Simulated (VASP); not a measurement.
# Ge (Fd-3m) in VASP: single point with PBEsol

Aim: the single point of Ge with PBEsol.

All numbers are computed with VASP 6.6.1; they aren't measurements. Logs are shortened: lines on timing, memory, paths and dates and some standing lists are left out, and cuts for length are marked.

### 1 The cell of the first run

The structure is cubic, space group Fd-3m (No. 227). The conventional cell has a = 5.676 Å, b = 5.676 Å, c = 5.676 Å, α = 90.00°, β = 90.00°, γ = 90.00°. Ge (site symmetry -43m) has 4 Ge at 2.46 Å within 3.2 Å.

### 2 Single point, PBEsol

Contents of POSCAR:

```
Ge
1.0
    4.0133718488      0.0000000000      0.0000000000
    0.0000000000      4.0133718488      0.0000000000
    0.0000000000      0.0000000000      5.6757649236
Ge
4
Direct
    0.0000000000      0.0000000000      0.0000000000
    0.0000000000      0.5000000000      0.2500000000
    0.5000000000      0.5000000000      0.5000000000
    0.5000000000      1.0000000000      0.7500000000
```

Contents of INCAR.step1:

```
SYSTEM = Ge
PREC     = Accurate       ! precision mode
ENCUT    = 410            ! plane-wave cutoff, eV
EDIFF    = 1E-6           ! SCF threshold, eV
ISMEAR   = 0              ! smearing method
SIGMA    = 0.1            ! smearing width, eV
LREAL    = .FALSE.        ! projectors in reciprocal space
LASPH    = .TRUE.         ! aspherical terms in the spheres
NELM     = 120            ! most SCF steps
ALGO     = Normal         ! electronic algorithm
ISIF     = 2              ! what is computed and relaxed
LWAVE    = .FALSE.        ! write WAVECAR
LCHARG   = .TRUE.         ! write CHGCAR
GGA      = PS             ! functional
NBANDS   = 36             ! bands
GGA_COMPAT= .FALSE.      
NEDOS    = 2001           ! points of the DOS
LORBIT   = 11             ! projections on sites
```

Contents of KPOINTS.step1:

```
regular mesh
0
G
  10 10 8
  0 0 0
```

Contents of INCAR.step2:

```
SYSTEM = Ge
PREC     = Accurate       ! precision mode
ENCUT    = 410            ! plane-wave cutoff, eV
EDIFF    = 1E-6           ! SCF threshold, eV
ISMEAR   = -5             ! smearing method
SIGMA    = 0.1            ! smearing width, eV
LREAL    = .FALSE.        ! projectors in reciprocal space
LASPH    = .TRUE.         ! aspherical terms in the spheres
NELM     = 120            ! most SCF steps
ALGO     = Normal         ! electronic algorithm
ISIF     = 2              ! what is computed and relaxed
LWAVE    = .FALSE.        ! write WAVECAR
LCHARG   = .FALSE.        ! write CHGCAR
GGA      = PS             ! functional
LORBIT   = 10             ! projections on sites
NBANDS   = 36             ! bands
NEDOS    = 1001           ! points of the DOS
ICHARG   = 11             ! starting density
GGA_COMPAT= .FALSE.
```

Contents of KPOINTS.step2:

```
regular mesh
0
G
  15 15 12
  0 0 0
```

Potentials or basis: VASP PAW PBE potentials, release 64 (Ge_d).

Started as:

```
$ cat potpaw_PBE.64/Ge_d/POTCAR > POTCAR
$ cp INCAR.step1 INCAR
$ cp KPOINTS.step1 KPOINTS
$ mpirun -np 1 vasp_std > vasp.out
$ cp INCAR.step2 INCAR
$ cp KPOINTS.step2 KPOINTS
$ mpirun -np 1 vasp_std > vasp.out
```

OUTCAR:

```text
SYSTEM = Ge
   PREC = Accurate
   ENCUT = 410
   EDIFF = 1E-6
   ISMEAR = -5
   LREAL = .FALSE.
   LASPH = .TRUE.
   NELM = 120
   ISIF = 2
   GGA = PS
   LORBIT = 10
   ICHARG = 11

 ion  position               nearest neighbor table
   1  0.000  0.000  0.000-   2 2.46   4 2.46   2 2.46   4 2.46
   2  0.000  0.500  0.250-   1 2.46   3 2.46   1 2.46   3 2.46
   3  0.500  0.500  0.500-   2 2.46   4 2.46   4 2.46   2 2.46
   4  0.500  0.000  0.750-   1 2.46   3 2.46   3 2.46   1 2.46

  LATTYP: Found a simple tetragonal cell.
 ALAT       =     4.0133718488
 C/A-ratio  =     1.4142135684

  Lattice vectors:

 A1 = (   4.0133718488,   0.0000000000,   0.0000000000)
 A2 = (   0.0000000000,   4.0133718488,   0.0000000000)
 A3 = (   0.0000000000,   0.0000000000,   5.6757649236)

Analysis of symmetry for initial positions (statically):
=====================================================================
 Subroutine PRICEL returns following result:

  LATTYP: Found a face centered cubic cell.
 ALAT       =     5.6757649115

  Lattice vectors:

 A1 = (  -2.0066859244,  -2.0066859244,  -2.8378824618)
 A2 = (   2.0066859244,  -2.0066859244,  -2.8378824618)
 A3 = (   0.0000000000,  -4.0133718488,   0.0000000000)

   2 primitive cells build up your supercell.

 Routine SETGRP: Setting up the symmetry group for a
 simple tetragonal supercell.

 Subroutine GETGRP returns: Found 16 space group operations
 (whereof  8 operations were pure point group operations)
 out of a pool of 16 trial point group operations.

The static configuration has the point symmetry D_2d.
 The point group associated with its full space group is D_4h.

Analysis of symmetry for dynamics (positions and initial velocities):
=====================================================================
 Subroutine PRICEL returns following result:

  LATTYP: Found a face centered cubic cell.
 ALAT       =     5.6757649115

  Lattice vectors:

 A1 = (  -2.0066859244,  -2.0066859244,  -2.8378824618)
 A2 = (   2.0066859244,  -2.0066859244,  -2.8378824618)
 A3 = (   0.0000000000,  -4.0133718488,   0.0000000000)

   2 primitive cells build up your supercell.

 Routine SETGRP: Setting up the symmetry group for a
 simple tetragonal supercell.

 Subroutine GETGRP returns: Found 16 space group operations
 (whereof  8 operations were pure point group operations)
 out of a pool of 16 trial point group operations.

The dynamic configuration has the point symmetry D_2d.
 The point group associated with its full space group is D_4h.

 Subroutine INISYM returns: Found 16 space group operations
 (whereof  8 operations are pure point group operations),
 and found     2 'primitive' translations

----------------------------------------------------------------------------------------

                                     Primitive cell

  volume of cell :      45.7102

  direct lattice vectors                    reciprocal lattice vectors
    -2.006685924 -2.006685924 -2.837882462    -0.249167044  0.000000000 -0.176187706
     2.006685924 -2.006685924 -2.837882462     0.249167044  0.000000000 -0.176187706
     0.000000000 -4.013371849  0.000000000     0.000000000 -0.249167044  0.176187706

  length of vectors
     4.013371857  4.013371857  4.013371849     0.305166059  0.305166059  0.305166059

  position of ions in fractional coordinates (direct lattice)
     0.000000000  0.000000000  0.000000000
     0.750000000  0.750000000  0.750000000

  ion indices of the primitive-cell ions
   primitive index   ion index
                 1           1
                 2           2

----------------------------------------------------------------------------------------

 KPOINTS: regular mesh

Automatic generation of k-mesh.
 Grid dimensions read from file:
 generate k-points for:   15   15   12

 Generating k-lattice:

  Cartesian coordinates                     Fractional coordinates (reciprocal lattice)
     0.016611136  0.000000000  0.000000000     0.066666667  0.000000000  0.000000000
     0.000000000  0.016611136  0.000000000     0.000000000  0.066666667  0.000000000
     0.000000000  0.000000000  0.014682309     0.000000000  0.000000000  0.083333333

  Length of vectors
     0.016611136  0.016611136  0.014682309

  Shift w.r.t. Gamma in fractional coordinates (k-lattice)
     0.000000000  0.000000000  0.000000000

 TETIRR: Found   4038 inequivalent tetrahedra from    16200

 Subroutine IBZKPT returns following result:
 ===========================================

 Found    252 irreducible k-points:

 Following reciprocal coordinates:
            Coordinates               Weight
  0.000000  0.000000  0.000000      1.000000
  0.066667  0.000000  0.000000      4.000000
  0.133333  0.000000  0.000000      4.000000
  0.200000  0.000000  0.000000      4.000000
  0.266667  0.000000  0.000000      4.000000
  0.333333  0.000000  0.000000      4.000000
[... 16 lines left out ...]
  0.266667  0.200000  0.000000      8.000000
  0.333333  0.200000  0.000000      8.000000
 [... further k-points ...]
   k-points           NKPTS =    252   k-points in BZ     NKDIM =    252   number of bands    NBANDS=     36
   number of dos      NEDOS =   1001   number of ions     NIONS =      4
   total plane-waves  NPLWV =  31360
   dimension x,y,z NGX =    28 NGY =   28 NGZ =   40
   dimension x,y,z NGXF=    56 NGYF=   56 NGZF=   80
   ions per type =               4
   NGX,Y,Z   is equivalent  to a cutoff of  11.60, 11.60, 11.72 a.u.
   NGXF,Y,Z  is equivalent  to a cutoff of  23.20, 23.20, 23.43 a.u.
 SYSTEM =  Ge
   PREC   = accura    normal or accurate (medium, high low for compatibility)
   ISTART =      0    job   : 0-new  1-cont  2-samecut
   ICHARG =     11    charge: 1-file 2-atom 10-const
   ISPIN  =      1    spin polarized calculation?
   LNONCOLLINEAR =      F non collinear calculations
   LSORBIT =      F    spin-orbit coupling
   LASPH  =      T    aspherical Exc in radial PAW
   ENCUT  =  410.0 eV  30.13 Ry    5.49 a.u.   6.63  6.63  9.37*2*pi/ulx,y,z
   NELM   =    120;   NELMIN=  2; NELMDL=  0     # of ELM steps
   EDIFF  = 0.1E-05   stopping-criterion for ELM
   LREAL  =      F    real-space projection
   EDIFFG = 0.1E-04   stopping-criterion for IOM
   NSW    =      0    number of steps for IOM
   IBRION =     -1    ionic relax: 0-MD 1-quasi-New 2-CG
   NFREE  =      0    steps in history (QN), initial steepest desc. (CG)
   ISIF   =      2    stress and relaxation
   ISYM   =      2    0-nonsym 1-usesym 2-fastsym
   POTIM  = 0.5000    time-step for ionic-motion
   TEBEG  =    0.0;   TEEND  =   0.0 temperature during run
   PSTRESS=    0.0 pullay stress
   NELECT =      56.0000    total number of electrons
   NUPDOWN=      -1.0000    fix difference up-down
   EMIN   =  10.00;   EMAX   =-10.00  energy-range for DOS
   EFERMI =   0.00;   METHOD = LEGACY
   ISMEAR =    -5;   SIGMA  =   0.10  broadening in eV -4-tet -1-fermi 0-gaus
   EFERMI_NEDOS =   21; number of points for ismear=-14 and -15
   IALGO  =     38    algorithm
   IMIX   =      4    mixing-type and parameters
     AMIX     =   0.40;   BMIX     =  1.00
     AMIX_MAG =   1.60;   BMIX_MAG =  1.00
  volume/ion in A,a.u.               =      22.86       154.23
  Fermi-wavevector in a.u.,A,eV,Ry     =   1.390347  2.627374 26.300931  1.933064
  Thomas-Fermi vector in A             =   2.514290
   LORBIT       =     10    0 simple, 1 ext, 2 COOP (PROOUT), +10 PAW based schemes
   GGA     = PS    functional components
   LHFCALC =     F    Hartree Fock is set to
   AEXX    =    0.0000 exact exchange contribution
   IVDW    =     0    specifies the selected vdW correction
   LEPSILON=     F    determine dielectric tensor
   LRPA    =     F    only Hartree local field effects (RPA)
 non-spin polarized calculation
 Fermi weights with tetrahedron method with Bloechl corrections
  energy-cutoff  :      410.00
  volume of cell :       91.42
 maximum number of plane-waves:      1750
 NGX is ok and might be reduce to    28

 number of electron      55.9999860 magnetization

 Free energy of the ion-electron system (eV)
  ---------------------------------------------------
  ext. energy  EPLUGINS =         0.00000000
  ---------------------------------------------------
  free energy    TOTEN  =       -19.75919095 eV

  energy without entropy =      -19.75919095  energy(sigma->0) =      -19.75919095

 E-fermi :   4.7644     XC(G=0): -10.0839

 val. band max:        4.7620408204   @ k =   0.0000   0.0000   0.0000
 cond. band min:       4.7620408204   @ k =   0.0000   0.0000   0.0000
 fundamental gap:      0.0000000000
 Fermi energy:         4.7643676731

 k-point     1 :       0.0000    0.0000    0.0000
  band No.  band energies     occupation
      1     -20.0106      2.00000
      2     -20.0106      2.00000
      3     -19.9774      2.00000
      4     -19.9774      2.00000
      5     -19.9771      2.00000
      6     -19.9415      2.00000
[... 28 lines left out ...]
     35      10.9654      0.00000
     36      14.2216      0.00000

 k-point     2 :       0.0667    0.0000    0.0000
  band No.  band energies     occupation
      1     -20.0133      2.00000
      2     -20.0107      2.00000
      3     -19.9801      2.00000
      4     -19.9782      2.00000
      5     -19.9777      2.00000
      6     -19.9396      2.00000
[... 28 lines left out ...]
     35      11.1729      0.00000
     36      13.7557      0.00000
[... 817 lines left out ...]
     35      10.0771      0.00000
     36      10.2365      0.00000

 k-point    24 :       0.3333    0.2000    0.0000
  band No.  band energies     occupation
      1     -20.0257      2.00000
      2     -20.0203      2.00000
      3     -20.0018      2.00000
      4     -19.9993      2.00000
      5     -19.9730      2.00000
      6     -19.9051      2.00000
[... 28 lines left out ...]
     35      10.7659      0.00000
     36      10.8090      0.00000

 [... further k-points ...]

------------------------ aborting loop because EDIFF is reached ----------------------------------------

  FORCE on cell =-STRESS in cart. coord.  units (eV):
  Direction    XX          YY          ZZ          XY          YZ          ZX
  --------------------------------------------------------------------------------------
  -------------------------------------------------------------------------------------
  Total       -0.2088215     -0.2088215     -0.2331494      0.0000000      0.0000000      0.0000000
  in kB       -3.6596753     -3.6596753     -4.0860305      0.0000000      0.0000000      0.0000000
  external PRESSURE =      -3.8017937 kB  Pullay stress =       0.0000000 kB

 VOLUME and BASIS-vectors are now :
 -----------------------------------------------------------------------------
  energy-cutoff  :      410.00
  volume of cell :       91.42
      direct lattice vectors                 reciprocal lattice vectors
     4.013371849  0.000000000  0.000000000     0.249167044  0.000000000  0.000000000
     0.000000000  4.013371849  0.000000000     0.000000000  0.249167044  0.000000000
     0.000000000  0.000000000  5.675764924     0.000000000  0.000000000  0.176187706

 POSITION                                       TOTAL-FORCE (eV/Angst)
 -----------------------------------------------------------------------------------
      0.00000      0.00000      0.00000         0.000000      0.000000      0.000000
      0.00000      2.00669      1.41894        -0.000000     -0.000000      0.000000
      2.00669      2.00669      2.83788         0.000000      0.000000     -0.000000
      2.00669      0.00000      4.25682         0.000000     -0.000000      0.000000
 -----------------------------------------------------------------------------------
    total drift:                               -0.000000      0.000000      0.000000

  FREE ENERGIE OF THE ION-ELECTRON SYSTEM (eV)
  ---------------------------------------------------
  free  energy   TOTEN  =       -19.7591909487 eV

  energy  without entropy=      -19.7591909487  energy(sigma->0) =      -19.75919095

 total charge

# of ion       s       p       d       tot
------------------------------------------
    1        1.130   1.249  10.023  12.401
    2        1.130   1.249  10.023  12.401
    3        1.130   1.249  10.023  12.401
    4        1.130   1.249  10.023  12.401
--------------------------------------------------
tot          4.520   4.995  40.091  49.605
```

Wall time 11 min (1 thread of Oxide Virtual Turin-like, shared host); peak memory 0.43 GiB.

Results:

```yaml
Valence_electrons_inside_the_program's_atomic_spheres: Ge 12.40
```

Levels at points of the mesh, in eV from the Fermi level:
```
           k point  band 25  band 26  band 27  band 28  band 29  band 30  band 31  band 32
(0.00, 0.00, 0.00)    -3.05    -0.09     0.00     0.00     0.00     0.68     0.68     2.54
(0.00, 0.00, 0.50)    -2.02    -2.02    -2.02    -2.02     0.96     0.96     2.67     2.67
```

Caveat: the PAW data sets were made with another functional, which shifts forces and pressure a little.
